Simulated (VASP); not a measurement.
# NbAs (Fm-3m) in VASP: further runs

Runs on NbAs. Level: PBE. Tasks: single point, relaxation of cell and atoms.

Everything below comes from runs of VASP 6.6.1. Logs are shortened: lines on timing, memory, paths and dates and some standing lists are left out, and cuts for length are marked.

## Step 1: The cell of the first run

The structure is cubic, space group Fm-3m (No. 225). Conventional cell: a = 5.284 Å, b = 5.284 Å, c = 5.284 Å, α = 90.00°, β = 90.00°, γ = 90.00°. Within 3.5 Å of Nb (site symmetry m-3m) lie 6 As at 2.64 Å. As (site symmetry m-3m) has 6 Nb at 2.64 Å within 3.5 Å.

## Step 2: Single point, PBE

INCAR

```
ALGO     = Normal         # electronic algorithm
EDIFF    = 1E-6           # SCF threshold, eV
ENCUT    = 520            # plane-wave cutoff, eV
GGA      = PE             # functional
ISIF     = 2              # what is computed and relaxed
ISMEAR   = 0              # smearing method
LASPH    = T              # aspherical terms in the spheres
LCHARG   = T              # write CHGCAR
LELF     = T              # ELF
LREAL    = F              # projectors in reciprocal space
LVHAR    = T            
LWAVE    = F              # write WAVECAR
NBANDS   = 16             # bands
NELM     = 80             # most SCF steps
PREC     = Accurate       # precision mode
SIGMA    = 0.1            # smearing width, eV
```

KPOINTS

```
k-points
0
Gamma
  6 6 6
```

POSCAR

```
NbAs
1.0
    0.0000000000      2.6421132965      2.6421132965
    2.6421132965      0.0000000000      2.6421132965
    2.6421132965      2.6421132965      0.0000000000
Nb As
1 1
Direct
    0.0000000000      0.0000000000      0.0000000000
    0.5000000000      0.5000000000      0.5000000000
```

Potentials or basis: VASP PAW PBE potentials, release 64 (Nb_sv, As).

Command:

```
cat potpaw_PBE.64/Nb_sv/POTCAR potpaw_PBE.64/As/POTCAR > POTCAR
mpirun -np 1 vasp_std > vasp.out
```

OUTCAR:

```text
EDIFF = 1E-6
   ENCUT = 520
   GGA = PE
   ISIF = 2
   ISMEAR = 0
   LASPH = T
   LREAL = F
   NELM = 80
   PREC = Accurate

 ion  position               nearest neighbor table
   1  0.000  0.000  0.000-   2 2.64   2 2.64   2 2.64   2 2.64   2 2.64   2 2.64
   2  0.500  0.500  0.500-   1 2.64   1 2.64   1 2.64   1 2.64   1 2.64   1 2.64

  LATTYP: Found a face centered cubic cell.
 ALAT       =     5.2842265930

  Lattice vectors:

 A1 = (   0.0000000000,   2.6421132965,   2.6421132965)
 A2 = (   2.6421132965,   0.0000000000,   2.6421132965)
 A3 = (   2.6421132965,   2.6421132965,   0.0000000000)

Analysis of symmetry for initial positions (statically):
=====================================================================
 Subroutine PRICEL returns:
 Original cell was already a primitive cell.

 Routine SETGRP: Setting up the symmetry group for a
 face centered cubic supercell.

 Subroutine GETGRP returns: Found 48 space group operations
 (whereof 48 operations were pure point group operations)
 out of a pool of 48 trial point group operations.

The static configuration has the point symmetry O_h .

Analysis of symmetry for dynamics (positions and initial velocities):
=====================================================================
 Subroutine PRICEL returns:
 Original cell was already a primitive cell.

 Routine SETGRP: Setting up the symmetry group for a
 face centered cubic supercell.

 Subroutine GETGRP returns: Found 48 space group operations
 (whereof 48 operations were pure point group operations)
 out of a pool of 48 trial point group operations.

The dynamic configuration has the point symmetry O_h .

 Subroutine INISYM returns: Found 48 space group operations
 (whereof 48 operations are pure point group operations),
 and found     1 'primitive' translations

----------------------------------------------------------------------------------------

                                     Primitive cell

  volume of cell :      36.8879

  direct lattice vectors                    reciprocal lattice vectors
     0.000000000  2.642113296  2.642113296    -0.189242452  0.189242452  0.189242452
     2.642113296  0.000000000  2.642113296     0.189242452 -0.189242452  0.189242452
     2.642113296  2.642113296  0.000000000     0.189242452  0.189242452 -0.189242452

  length of vectors
     3.736512457  3.736512457  3.736512457     0.327777543  0.327777543  0.327777543

  position of ions in fractional coordinates (direct lattice)
     0.000000000  0.000000000  0.000000000
     0.500000000  0.500000000  0.500000000

  ion indices of the primitive-cell ions
   primitive index   ion index
                 1           1
                 2           2

----------------------------------------------------------------------------------------

 KPOINTS: k-points

Automatic generation of k-mesh.
 Grid dimensions read from file:
 generate k-points for:    6    6    6

 Generating k-lattice:

  Cartesian coordinates                     Fractional coordinates (reciprocal lattice)
    -0.031540409  0.031540409  0.031540409     0.166666667  0.000000000  0.000000000
     0.031540409 -0.031540409  0.031540409     0.000000000  0.166666667  0.000000000
     0.031540409  0.031540409 -0.031540409     0.000000000  0.000000000  0.166666667

  Length of vectors
     0.054629590  0.054629590  0.054629590

  Shift w.r.t. Gamma in fractional coordinates (k-lattice)
     0.000000000  0.000000000  0.000000000

 Subroutine IBZKPT returns following result:
 ===========================================

 Found     16 irreducible k-points:

 Following reciprocal coordinates:
            Coordinates               Weight
  0.000000  0.000000  0.000000      1.000000
  0.166667  0.000000  0.000000      8.000000
  0.333333  0.000000  0.000000      8.000000
  0.500000  0.000000  0.000000      4.000000
  0.166667  0.166667  0.000000      6.000000
  0.333333  0.166667  0.000000     24.000000
[... 8 lines left out ...]
 -0.333333  0.333333  0.166667     24.000000
 -0.333333  0.500000  0.166667     12.000000
   k-points           NKPTS =     16   k-points in BZ     NKDIM =     16   number of bands    NBANDS=     16
   number of dos      NEDOS =    301   number of ions     NIONS =      2
   total plane-waves  NPLWV =  21952
   dimension x,y,z NGX =    28 NGY =   28 NGZ =   28
   dimension x,y,z NGXF=    56 NGYF=   56 NGZF=   56
   ions per type =               1   1
   NGX,Y,Z   is equivalent  to a cutoff of  12.46, 12.46, 12.46 a.u.
   NGXF,Y,Z  is equivalent  to a cutoff of  24.92, 24.92, 24.92 a.u.
 SYSTEM =  unknown system
   PREC   = accura    normal or accurate (medium, high low for compatibility)
   ISTART =      0    job   : 0-new  1-cont  2-samecut
   ICHARG =      2    charge: 1-file 2-atom 10-const
   ISPIN  =      1    spin polarized calculation?
   LNONCOLLINEAR =      F non collinear calculations
   LSORBIT =      F    spin-orbit coupling
   LASPH  =      T    aspherical Exc in radial PAW
   ENCUT  =  520.0 eV  38.22 Ry    6.18 a.u.   6.95  6.95  6.95*2*pi/ulx,y,z
   NELM   =     80;   NELMIN=  2; NELMDL= -5     # of ELM steps
   EDIFF  = 0.1E-05   stopping-criterion for ELM
   LREAL  =      F    real-space projection
[... 7 lines left out ...]
   TEBEG  =    0.0;   TEEND  =   0.0 temperature during run
   PSTRESS=    0.0 pullay stress
   NELECT =      18.0000    total number of electrons
   NUPDOWN=      -1.0000    fix difference up-down
   EMIN   =  10.00;   EMAX   =-10.00  energy-range for DOS
   EFERMI =   0.00;   METHOD = LEGACY
   ISMEAR =     0;   SIGMA  =   0.10  broadening in eV -4-tet -1-fermi 0-gaus
   EFERMI_NEDOS =   21; number of points for ismear=-14 and -15
   IALGO  =     38    algorithm
   IMIX   =      4    mixing-type and parameters
     AMIX     =   0.40;   BMIX     =  1.00
     AMIX_MAG =   1.60;   BMIX_MAG =  1.00
  volume/ion in A,a.u.               =      18.44       124.47
  Fermi-wavevector in a.u.,A,eV,Ry     =   1.288856  2.435584 22.601298  1.661149
  Thomas-Fermi vector in A             =   2.420784
   LORBIT       =      0    0 simple, 1 ext, 2 COOP (PROOUT), +10 PAW based schemes
   GGA     = PE    functional components
   LHFCALC =     F    Hartree Fock is set to
   AEXX    =    0.0000 exact exchange contribution
   IVDW    =     0    specifies the selected vdW correction
   LEPSILON=     F    determine dielectric tensor
   LRPA    =     F    only Hartree local field effects (RPA)
 non-spin polarized calculation
 Gauss-broadening in eV      SIGMA  =   0.10
  energy-cutoff  :      520.00
  volume of cell :       36.89
 maximum number of plane-waves:      1018
   NGX = 13   NGY = 13   NGZ = 13

 number of electron      17.9999998 magnetization

 Free energy of the ion-electron system (eV)
  ---------------------------------------------------
  ext. energy  EPLUGINS =         0.00000000
  ---------------------------------------------------
  free energy    TOTEN  =       -15.32791530 eV

  energy without entropy =      -15.31000361  energy(sigma->0) =      -15.31895945

 E-fermi :   9.6002     XC(G=0): -11.5336

 val. band max:        9.5940655444   @ k =   0.1667   0.0000   0.0000
 cond. band min:       9.6263396602   @ k =  -0.3333   0.1667   0.0000
 fundamental gap:      0.0322741158
 Fermi energy:         9.6002161482

 k-point     1 :       0.0000    0.0000    0.0000
  band No.  band energies     occupation
      1     -46.2004      2.00000
      2     -22.2327      2.00000
      3     -22.2327      2.00000
      4     -22.2327      2.00000
      5      -3.7866      2.00000
      6       8.1367      2.00000
[... 8 lines left out ...]
     15      17.1825      0.00000
     16      22.5235      0.00000

 k-point     2 :       0.1667    0.0000    0.0000
  band No.  band energies     occupation
      1     -46.1974      2.00000
      2     -22.2750      2.00000
      3     -22.2359      2.00000
      4     -22.2359      2.00000
      5      -3.3774      2.00000
      6       6.4637      2.00000
[... 8 lines left out ...]
     15      17.7604      0.00000
     16      20.9230      0.00000

 k-point     3 :       0.3333    0.0000    0.0000
  band No.  band energies     occupation
      1     -46.1915      2.00000
      2     -22.3582      2.00000
      3     -22.2424      2.00000
      4     -22.2424      2.00000
      5      -2.3451      2.00000
      6       4.0049      2.00000
[... 8 lines left out ...]
     15      18.1696      0.00000
     16      18.1696      0.00000

 k-point     4 :       0.5000    0.0000    0.0000
  band No.  band energies     occupation
      1     -46.1885      2.00000
      2     -22.3991      2.00000
      3     -22.2455      2.00000
      4     -22.2455      2.00000
      5      -1.5931      2.00000
      6       2.7571      2.00000
[... 8 lines left out ...]
     15      16.3895      0.00000
     16      16.3895      0.00000

 k-point     5 :       0.1667    0.1667    0.0000
  band No.  band energies     occupation
      1     -46.1964      2.00000
      2     -22.2693      2.00000
      3     -22.2469      2.00000
      4     -22.2469      2.00000
      5      -3.2804      2.00000
      6       5.7278      2.00000
[... 8 lines left out ...]
     15      18.1656      0.00000
     16      20.0046      0.00000

 k-point     6 :       0.3333    0.1667    0.0000
  band No.  band energies     occupation
      1     -46.1914      2.00000
      2     -22.3307      2.00000
      3     -22.2572      2.00000
      4     -22.2551      2.00000
      5      -2.5717      2.00000
      6       4.4407      2.00000
[... 8 lines left out ...]
     15      17.7268      0.00000
     16      19.3025      0.00000

 k-point     7 :       0.5000    0.1667    0.0000
  band No.  band energies     occupation
      1     -46.1874      2.00000
      2     -22.3797      2.00000
      3     -22.2698      2.00000
      4     -22.2566      2.00000
      5      -1.7853      2.00000
      6       3.3642      2.00000
[... 8 lines left out ...]
     15      17.5548      0.00000
     16      18.7131      0.00000

 k-point     8 :      -0.3333    0.1667    0.0000
  band No.  band energies     occupation
      1     -46.1885      2.00000
      2     -22.3671      2.00000
      3     -22.2777      2.00000
      4     -22.2457      2.00000
      5      -1.9323      2.00000
      6       3.5530      2.00000
[... 8 lines left out ...]
     15      17.7984      0.00000
     16      18.2842      0.00000

 k-point     9 :      -0.1667    0.1667    0.0000
  band No.  band energies     occupation
      1     -46.1934      2.00000
      2     -22.3131      2.00000
      3     -22.2627      2.00000
      4     -22.2354      2.00000
      5      -2.7982      2.00000
      6       5.0152      2.00000
[... 8 lines left out ...]
     15      17.7887      0.00000
     16      19.8369      0.00000

 k-point    10 :       0.3333    0.3333    0.0000
  band No.  band energies     occupation
      1     -46.1883      2.00000
      2     -22.3394      2.00000
      3     -22.2753      2.00000
      4     -22.2753      2.00000
      5      -2.4516      2.00000
      6       4.3161      2.00000
[... 8 lines left out ...]
     15      19.5497      0.00000
     16      20.5489      0.00000

 k-point    11 :       0.5000    0.3333    0.0000
  band No.  band energies     occupation
      1     -46.1852      2.00000
      2     -22.3600      2.00000
      3     -22.2985      2.00000
      4     -22.2787      2.00000
      5      -2.1116      2.00000
      6       4.4553      2.00000
[... 8 lines left out ...]
     15      18.8527      0.00000
     16      20.1995      0.00000

 k-point    12 :      -0.3333    0.3333    0.0000
  band No.  band energies     occupation
      1     -46.1853      2.00000
      2     -22.3410      2.00000
      3     -22.3328      2.00000
      4     -22.2639      2.00000
      5      -1.8212      2.00000
      6       4.0744      2.00000
[... 8 lines left out ...]
     15      18.4644      0.00000
     16      19.3496      0.00000

 k-point    13 :       0.5000    0.5000    0.0000
  band No.  band energies     occupation
      1     -46.1841      2.00000
      2     -22.3730      2.00000
      3     -22.2896      2.00000
      4     -22.2896      2.00000
      5      -2.2562      2.00000
      6       4.7203      2.00000
[... 8 lines left out ...]
     15      19.9973      0.00000
     16      21.4715      0.00000

 k-point    14 :       0.5000    0.3333    0.1667
  band No.  band energies     occupation
      1     -46.1873      2.00000
      2     -22.3498      2.00000
      3     -22.2944      2.00000
      4     -22.2620      2.00000
      5      -2.0846      2.00000
      6       4.0587      2.00000
[... 8 lines left out ...]
     15      17.6487      0.00000
     16      18.2319      0.00000

 k-point    15 :      -0.3333    0.3333    0.1667
  band No.  band energies     occupation
      1     -46.1853      2.00000
      2     -22.3560      2.00000
      3     -22.3100      2.00000
      4     -22.2717      2.00000
      5      -1.8212      2.00000
      6       4.0507      2.00000
[... 8 lines left out ...]
     15      18.4916      0.00000
     16      19.4353      0.00000

 k-point    16 :      -0.3333    0.5000    0.1667
  band No.  band energies     occupation
      1     -46.1842      2.00000
      2     -22.3521      2.00000
      3     -22.3104      2.00000
      4     -22.2906      2.00000
      5      -1.9926      2.00000
      6       4.8429      2.00000
[... 8 lines left out ...]
     15      19.0128      0.00000
     16      19.3770      0.00000

------------------------ aborting loop because EDIFF is reached ----------------------------------------

  FORCE on cell =-STRESS in cart. coord.  units (eV):
  Direction    XX          YY          ZZ          XY          YZ          ZX
  --------------------------------------------------------------------------------------
  -------------------------------------------------------------------------------------
  Total       -0.0743871     -0.0743871     -0.0743871     -0.0000000     -0.0000000      0.0000000
  in kB       -3.2309037     -3.2309037     -3.2309037     -0.0000000     -0.0000000      0.0000000
  external PRESSURE =      -3.2309037 kB  Pullay stress =       0.0000000 kB

 VOLUME and BASIS-vectors are now :
 -----------------------------------------------------------------------------
  energy-cutoff  :      520.00
  volume of cell :       36.89
      direct lattice vectors                 reciprocal lattice vectors
     0.000000000  2.642113296  2.642113296    -0.189242452  0.189242452  0.189242452
     2.642113296  0.000000000  2.642113296     0.189242452 -0.189242452  0.189242452
     2.642113296  2.642113296  0.000000000     0.189242452  0.189242452 -0.189242452

 POSITION                                       TOTAL-FORCE (eV/Angst)
 -----------------------------------------------------------------------------------
      0.00000      0.00000      0.00000        -0.000000      0.000000     -0.000000
      2.64211      2.64211      2.64211         0.000000     -0.000000      0.000000
 -----------------------------------------------------------------------------------
    total drift:                               -0.000000      0.000000      0.000000

  FREE ENERGIE OF THE ION-ELECTRON SYSTEM (eV)
  ---------------------------------------------------
  free  energy   TOTEN  =       -15.3279152961 eV

  energy  without entropy=      -15.3100036078  energy(sigma->0) =      -15.31895945
```

Wall time 17 s (1 thread of AMD EPYC 7R43 (Zen 3), shared host); peak memory 0.12 GiB.

What came out:

```yaml
Free_energy: -15.3279 eV
Pressure: -0.3 GPa
Band_gap_on_the_k_mesh: zero (bands 9 and 10 overlap by 1.59 eV)
```

Levels at points of the mesh, in eV from the Fermi level:
| k point | band 6 | band 7 | band 8 | band 9 | band 10 | band 11 | band 12 | band 13 |
| --- | --- | --- | --- | --- | --- | --- | --- | --- |
| (0.00, 0.00, 0.00) | -1.46 | -1.46 | -1.46 | -0.88 | -0.88 | -0.13 | -0.13 | -0.13 |
| (0.50, 0.00, 0.00) | -6.84 | -4.31 | -4.31 | 0.60 | 0.60 | 1.46 | 3.21 | 6.63 |
| (0.50, 0.50, 0.00) | -4.88 | -3.19 | -2.00 | -2.00 | 0.05 | 1.25 | 1.25 | 2.41 |

## Step 3: Relaxation of cell and atoms, PBE

This run uses another cell than the first one, of 17.55 Å³/atom.

INCAR

```
SYSTEM = NbAs
  ALGO = Normal
  EDIFF = 1E-7
  EDIFFG = -0.04
  ENCUT = 600
  GGA = PE
  IBRION = 2
  ISIF = 3
  ISMEAR = 0
  LASPH = .TRUE.
  LCHARG = .FALSE.
  LREAL = .FALSE.
  LWAVE = .FALSE.
  NELM = 100
  NSW = 90
  PREC = Accurate
  SIGMA = 0.1
```

KPOINTS

```
k-points
0
G
  6 6 6
  0 0 0
```

POSCAR

```
NbAs
1.0
    0.0000000000      2.5985719320      2.5985719320
    2.5985719320      0.0000000000      2.5985719320
    2.5985719320      2.5985719320      0.0000000000
Nb As
1 1
Direct
    0.0000000000      0.0000000000      0.0000000000
    0.5000000000      0.5000000000      0.5000000000
```

Potentials or basis: VASP PAW PBE potentials, release 64 (Nb_sv, As).

Command:

```
cat potpaw_PBE.64/Nb_sv/POTCAR potpaw_PBE.64/As/POTCAR > POTCAR
mpirun -np 1 vasp_std > vasp.out
```

It took 49 s on 1 thread of AMD EPYC 7R43 (Zen 3), shared host; peak memory 0.14 GiB.

Results (log left out):

```
Free energy                           : -15.3274 eV
Relaxed volume                        : 18.42 Å³/atom
Relaxed cell                          : a = 3.735 Å, b = 3.735 Å, c = 3.735 Å, α = 60.00°, β = 60.00°, γ = 60.00°
Space group after relaxing (to 0.1 Å) : Fm-3m (No. 225)
Energy gained by relaxing             : 19.2 meV/atom
Ionic steps                           : 3
Pressure after relaxing               : -0.1 GPa
```

The path:
```tsv
step	energy change (eV)	largest force (eV/Å)	pressure (GPa)	volume (Å³)
1	0.0000	0.0000	7.53	35.09
2	0.0364	0.0000	-8.52	39.45
3	-0.0384	0.0000	-0.12	36.83
```

Final structure:
```
Nb As
1.0
     0.00000    2.64085    2.64085
     2.64085    0.00000    2.64085
     2.64085    2.64085    0.00000
Nb As
1 1
Direct
  0.00000 0.00000 0.00000
  0.50000 0.50000 0.50000
```

Levels at points of the mesh, in eV from the Fermi level:
```tsv
k point	band 5	band 6	band 7	band 8	band 9	band 10	band 11	band 12	band 13
(0.00, 0.00, 0.00)	-13.40	-1.47	-1.47	-1.47	-0.89	-0.89	-0.13	-0.13	-0.13
(0.50, 0.00, 0.00)	-11.20	-6.85	-4.32	-4.32	0.60	0.60	1.46	3.21	6.65
(0.50, 0.50, 0.00)	-11.86	-4.88	-3.20	-2.00	-2.00	0.05	1.26	1.26	2.41
```

Caveat: the highest band is partly filled, so the run has too few bands.

(Part 1 of 2 ends here.)

The gap in the log of VASP goes by the Fermi energy; the results here count the filled bands.